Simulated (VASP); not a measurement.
# LiH2 (P6/mmm) in VASP: a series of runs, part 2 of 2

VASP 6.6.1. The steps go on from the part before.

## (4) Relaxation of cell and atoms, PBE

This run uses another cell than the first one, of 6.06 Å³/atom.

File INCAR:

```
SYSTEM = LiH2
PREC = Accurate
ENCUT = 600
EDIFF = 1E-6
ISMEAR = 0
SIGMA = 0.1
LREAL = .False.
LASPH = .True.
NELM = 100
ALGO = Normal
ISIF = 3
LWAVE = .False.
LCHARG = .False.
GGA = PE
IBRION = 2
NSW = 100
EDIFFG = -0.01
```

File KPOINTS:

```
regular mesh
0
Gamma
  18 18 18
  0 0 0
```

File POSCAR:

```
LiH2
1.0
    2.9307307983      0.0000000000      0.0000000000
   -1.4653653991      2.5380873229      0.0000000000
    0.0000000000      0.0000000000      2.4423891900
Li H
1 2
Direct
    0.0000000000      0.0000000000      0.0000000000
    0.3333333333      0.6666666667      0.5000000000
    0.6666666667      0.3333333333      0.5000000000
```

Potentials or basis: VASP PAW PBE potentials, release 64 (Li_sv, H).

Run with:

```sh
> cat potpaw_PBE.64/Li_sv/POTCAR potpaw_PBE.64/H/POTCAR > POTCAR
> mpirun -np 1 vasp_std > vasp.out
```

OUTCAR:

```text
SYSTEM = LiH2
   PREC = Accurate
   ENCUT = 600
   EDIFF = 1E-6
   ISMEAR = 0
   LREAL = .False.
   LASPH = .True.
   NELM = 100
   ISIF = 3
   GGA = PE
   IBRION = 2
   NSW = 100
   EDIFFG = -0.01

 ion  position               nearest neighbor table
   1  0.000  0.000  0.000-
   2  0.333  0.667  0.500-
   3  0.667  0.333  0.500-

  LATTYP: Found a hexagonal cell.
 ALAT       =     2.9307307983
 C/A-ratio  =     0.8333720693

  Lattice vectors:

 A1 = (   2.9307307983,   0.0000000000,   0.0000000000)
 A2 = (  -1.4653653991,   2.5380873229,   0.0000000000)
 A3 = (   0.0000000000,   0.0000000000,   2.4423891900)

Analysis of symmetry for initial positions (statically):
=====================================================================
 Subroutine PRICEL returns:
 Original cell was already a primitive cell.

 Routine SETGRP: Setting up the symmetry group for a
 hexagonal supercell.

 Subroutine GETGRP returns: Found 24 space group operations
 (whereof 24 operations were pure point group operations)
 out of a pool of 24 trial point group operations.

The static configuration has the point symmetry D_6h.

Analysis of symmetry for dynamics (positions and initial velocities):
=====================================================================
 Subroutine PRICEL returns:
 Original cell was already a primitive cell.

 Routine SETGRP: Setting up the symmetry group for a
 hexagonal supercell.

 Subroutine GETGRP returns: Found 24 space group operations
 (whereof 24 operations were pure point group operations)
 out of a pool of 24 trial point group operations.

The dynamic configuration has the point symmetry D_6h.

 Subroutine INISYM returns: Found 24 space group operations
 (whereof 24 operations are pure point group operations),
 and found     1 'primitive' translations

----------------------------------------------------------------------------------------

                                     Primitive cell

  volume of cell :      18.1676

  direct lattice vectors                    reciprocal lattice vectors
     2.930730798  0.000000000  0.000000000     0.341211824  0.196998738  0.000000000
    -1.465365399  2.538087323  0.000000000     0.000000000  0.393997476  0.000000000
     0.000000000  0.000000000  2.442389190     0.000000000  0.000000000  0.409435156

  length of vectors
     2.930730798  2.930730798  2.442389190     0.393997476  0.393997476  0.409435156

  position of ions in fractional coordinates (direct lattice)
     0.000000000  0.000000000  0.000000000
     0.333333333  0.666666667  0.500000000
     0.666666667  0.333333333  0.500000000

  ion indices of the primitive-cell ions
   primitive index   ion index
                 1           1
                 2           2
                 3           3

----------------------------------------------------------------------------------------

 KPOINTS: regular mesh

[... 47 lines left out ...]
  0.388889  0.111111  0.000000     12.000000
 [... further k-points ...]
   k-points           NKPTS =    370   k-points in BZ     NKDIM =    370   number of bands    NBANDS=      6
   number of dos      NEDOS =    301   number of ions     NIONS =      3
   total plane-waves  NPLWV =  11520
   dimension x,y,z NGX =    24 NGY =   24 NGZ =   20
   dimension x,y,z NGXF=    48 NGYF=   48 NGZF=   40
   ions per type =               1   2
   NGX,Y,Z   is equivalent  to a cutoff of  13.61, 13.61, 13.61 a.u.
   NGXF,Y,Z  is equivalent  to a cutoff of  27.23, 27.23, 27.23 a.u.
 SYSTEM =  LiH2
   PREC   = accura    normal or accurate (medium, high low for compatibility)
   ISTART =      0    job   : 0-new  1-cont  2-samecut
   ICHARG =      2    charge: 1-file 2-atom 10-const
   ISPIN  =      1    spin polarized calculation?
   LNONCOLLINEAR =      F non collinear calculations
   LSORBIT =      F    spin-orbit coupling
   LASPH  =      T    aspherical Exc in radial PAW
   ENCUT  =  600.0 eV  44.10 Ry    6.64 a.u.   5.85  5.85  4.88*2*pi/ulx,y,z
   NELM   =    100;   NELMIN=  2; NELMDL= -5     # of ELM steps
   EDIFF  = 0.1E-05   stopping-criterion for ELM
   LREAL  =      F    real-space projection
   EDIFFG = -.1E-01   stopping-criterion for IOM
   NSW    =    100    number of steps for IOM
   IBRION =      2    ionic relax: 0-MD 1-quasi-New 2-CG
   NFREE  =      1    steps in history (QN), initial steepest desc. (CG)
   ISIF   =      3    stress and relaxation
   ISYM   =      2    0-nonsym 1-usesym 2-fastsym
   POTIM  = 0.5000    time-step for ionic-motion
   TEBEG  =    0.0;   TEEND  =   0.0 temperature during run
   PSTRESS=    0.0 pullay stress
   NELECT =       5.0000    total number of electrons
   NUPDOWN=      -1.0000    fix difference up-down
   EMIN   =  10.00;   EMAX   =-10.00  energy-range for DOS
   EFERMI =   0.00;   METHOD = LEGACY
   ISMEAR =     0;   SIGMA  =   0.10  broadening in eV -4-tet -1-fermi 0-gaus
   EFERMI_NEDOS =   21; number of points for ismear=-14 and -15
   IALGO  =     38    algorithm
   IMIX   =      4    mixing-type and parameters
     AMIX     =   0.40;   BMIX     =  1.00
     AMIX_MAG =   1.60;   BMIX_MAG =  1.00
  volume/ion in A,a.u.               =       6.06        40.87
  Fermi-wavevector in a.u.,A,eV,Ry     =   1.064876  2.012324 15.428475  1.133961
  Thomas-Fermi vector in A             =   2.200409
   LORBIT       =      0    0 simple, 1 ext, 2 COOP (PROOUT), +10 PAW based schemes
   GGA     = PE    functional components
   LHFCALC =     F    Hartree Fock is set to
   AEXX    =    0.0000 exact exchange contribution
   IVDW    =     0    specifies the selected vdW correction
   LEPSILON=     F    determine dielectric tensor
   LRPA    =     F    only Hartree local field effects (RPA)
 conjugate gradient relaxation of ions
 non-spin polarized calculation
 Gauss-broadening in eV      SIGMA  =   0.10
  energy-cutoff  :      600.00
  volume of cell :       18.17
 maximum number of plane-waves:       624
 NGX is ok and might be reduce to    24
   NGX = 11   NGY = 11   NGZ =  9

--------------------------------------- Ionic step        1  -------------------------------------------

 number of electron       4.9999998 magnetization

 Free energy of the ion-electron system (eV)
  ---------------------------------------------------
  ext. energy  EPLUGINS =         0.00000000
  ---------------------------------------------------
  free energy    TOTEN  =        -8.06738866 eV

  energy without entropy =       -8.06613586  energy(sigma->0) =       -8.06676226

------------------------ aborting loop because EDIFF is reached ----------------------------------------

  FORCE on cell =-STRESS in cart. coord.  units (eV):
  Direction    XX          YY          ZZ          XY          YZ          ZX
  --------------------------------------------------------------------------------------
  -------------------------------------------------------------------------------------
  Total       -0.1262008     -0.1262008      0.1401481     -0.0000000      0.0000000      0.0000000
  in kB      -11.1294893    -11.1294893     12.3594861     -0.0000000      0.0000000      0.0000000
  external PRESSURE =      -3.2998308 kB  Pullay stress =       0.0000000 kB
[... 61 lines left out ...]
--------------------------------------- Ionic step        3  -------------------------------------------

 number of electron       4.9999998 magnetization

 Free energy of the ion-electron system (eV)
  ---------------------------------------------------
  ext. energy  EPLUGINS =         0.00000000
  ---------------------------------------------------
  free energy    TOTEN  =        -8.06874641 eV

  energy without entropy =       -8.06722502  energy(sigma->0) =       -8.06798571

 E-fermi :   2.3178     XC(G=0):  -9.2013

 val. band max:        2.3079695731   @ k =   0.3333   0.0556   0.2778
 cond. band min:       2.3361729347   @ k =   0.2778   0.0556   0.0556
 fundamental gap:      0.0282033616
 Fermi energy:         2.3177980292

 k-point     1 :       0.0000    0.0000    0.0000
  band No.  band energies     occupation
      1     -43.9745      2.00000
      2      -7.3956      2.00000
      3       7.9344      0.00000
      4      14.5486      0.00000
      5      14.5486      0.00000
      6      16.0351      0.00000
[... 199 lines left out ...]
 k-point    24 :       0.3889    0.1111    0.0000
  band No.  band energies     occupation
      1     -43.9483      2.00000
      2      -4.3568      2.00000
      3      -0.4121      2.00000
      4       8.1228      0.00000
      5      13.2698      0.00000
      6      17.5946      0.00000

 [... further k-points ...]

------------------------ aborting loop because EDIFF is reached ----------------------------------------

  FORCE on cell =-STRESS in cart. coord.  units (eV):
  Direction    XX          YY          ZZ          XY          YZ          ZX
  --------------------------------------------------------------------------------------
  -------------------------------------------------------------------------------------
  Total        0.0051306      0.0051306      0.0171217      0.0000000      0.0000000      0.0000000
  in kB        0.4551265      0.4551265      1.5188472      0.0000000      0.0000000      0.0000000
  external PRESSURE =       0.8097001 kB  Pullay stress =       0.0000000 kB
[... 18 lines left out ...]
  FREE ENERGIE OF THE ION-ELECTRON SYSTEM (eV)
  ---------------------------------------------------
  free  energy   TOTEN  =        -8.0687464053 eV

  energy  without entropy=       -8.0672250183  energy(sigma->0) =       -8.06798571

 reached required accuracy - stopping structural energy minimisation
```

It took 67 s on 1 thread of Intel Xeon 8259CL, shared host; peak memory 0.17 GiB.

What came out:

```
Free energy                           : -8.0687 eV
Relaxed volume                        : 6.02 Å³/atom
Relaxed cell                          : a = 2.912 Å, b = 2.912 Å, c = 2.460 Å, α = 90.00°, β = 90.00°, γ = 120.00°
Space group after relaxing (to 0.1 Å) : P6/mmm (No. 191)
Energy gained by relaxing             : 0.5 meV/atom
Ionic steps                           : 3
Pressure after relaxing               : 0.1 GPa
Band gap on the k mesh                : zero (an odd number of electrons rules out a gap without spin polarisation)
```

Stress tensor (GPa, compression positive):
```
0.05 0.00 0.00
0.00 0.05 0.00
0.00 0.00 0.15
```

Step by step:
```
step  energy change (eV)  largest force (eV/Å)  pressure (GPa)  volume (Å³)
   1              0.0000                0.0000           -0.33        18.17
   2             -0.0007                0.0000           -0.20        18.13
   3             -0.0014                0.0000            0.08        18.06
```

Final structure:
```
CELL_PARAMETERS angstrom
2.91158 0.00000 0.00000
-1.45579 2.52150 0.00000
0.00000 0.00000 2.46011
ATOMIC_POSITIONS crystal
Li 0.00000 0.00000 0.00000
H 0.33333 0.66667 0.50000
H 0.66667 0.33333 0.50000
```

Levels at points of the mesh, in eV from the Fermi level:
```tsv
k point	band 1	band 2	band 3	band 4	band 5	band 6
(0.00, 0.00, 0.00)	-46.29	-9.71	5.62	12.23	12.23	13.72
(0.50, 0.00, 0.00)	-46.27	-6.65	-2.87	7.44	8.74	15.28
(0.00, 0.00, 0.50)	-46.23	-7.55	1.51	7.38	14.04	16.78
(0.50, 0.00, 0.50)	-46.21	-3.17	-0.89	3.15	7.98	8.54
```

Caveat: the cutoff is under 1.25 times the usual one of these potentials, so pressure, stress and relaxed cells hold a basis-set (Pulay) error.

## (5) Overview

| task | cell | k mesh | cutoff (eV) | gap on the mesh (eV) | pressure (GPa) |
| --- | --- | --- | --- | --- | --- |
| relaxation of cell and atoms | relaxed from a = 2.897, b = 2.897, c = 3.128 Å, angles 90.0, 90.0, 120.0°, 3 atoms | 6 × 6 × 6 | 600 | none | -1.0 |
| single point | a = 2.916, b = 2.916, c = 2.466 Å, angles 90.0, 90.0, 120.0°, 3 atoms | 18 × 18 × 18 | 520 | none | - |
| relaxation of cell and atoms | relaxed from a = 2.931, b = 2.931, c = 2.442 Å, angles 90.0, 90.0, 120.0°, 3 atoms | 18 × 18 × 18 | 600 | none | 0.1 |

Alike in all rows: level PBE; potentials or basis VASP PAW PBE potentials, release 64 (Li_sv, H); no spin polarisation; smearing gaussian 0.1 eV.

Caveats: some runs use coarse meshes; the cutoff is under 1.25 times the usual one of these potentials, so pressure, stress and relaxed cells hold a basis-set (Pulay) error; the volume moved by over 15 % at a fixed basis, so the end points are rough (at least some runs).

Absolute energies hang on the potentials; compare differences alone.
